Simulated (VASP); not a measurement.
Input of a VASP 6.6.1 run:

INCAR

```
SYSTEM = P
PREC = Accurate
ENCUT = 520
EDIFF = 1E-7
ISMEAR = 0
SIGMA = 0.15
LREAL = .FALSE.
LASPH = .TRUE.
NELM = 100
ALGO = Normal
ISIF = 2
LWAVE = .FALSE.
LCHARG = .FALSE.
GGA = PS
NBANDS = 18
```

The input KPOINTS:

```
regular mesh
0
G
  24 24 6
  0 0 0
```

The input POSCAR:

```
P
1.0
   -2.4347371633      0.0000000000     -0.0052449062
    0.0000000000     -2.4346254889      0.0000000000
   -1.7241204284      0.0000000000      9.5822236712
P
4
Direct
    0.3875000000      0.0000000000      0.8750000000
    0.7375000000      0.0000000000      0.3750000000
   -0.0875000000      0.0000000000      0.1250000000
   -0.4375000000      0.0000000000      0.6250000000
```

Potentials or basis: VASP PAW PBE potentials, release 64 (P).

Command:

```console
$ cat potpaw_PBE.64/P/POTCAR > POTCAR
$ mpirun -np 1 vasp_std > vasp.out
```

**Question.** Predict the pressure.

**Answer.** 0.2 GPa.

**Question.** Predict the band gap on the k mesh.

**Answer.** Zero (bands 10 and 11 overlap by 8.33 eV).

**Question.** Estimate the largest force.

**Answer.** 0.529 eV/Å.

Forces on the atoms (eV/Å):
```
P    0.447  0.000 -0.283
P   -0.034  0.000 -0.223
P   -0.447  0.000  0.283
P    0.034  0.000  0.223
```

Caveat: the PAW data sets were made with another functional, which shifts forces and pressure a little.
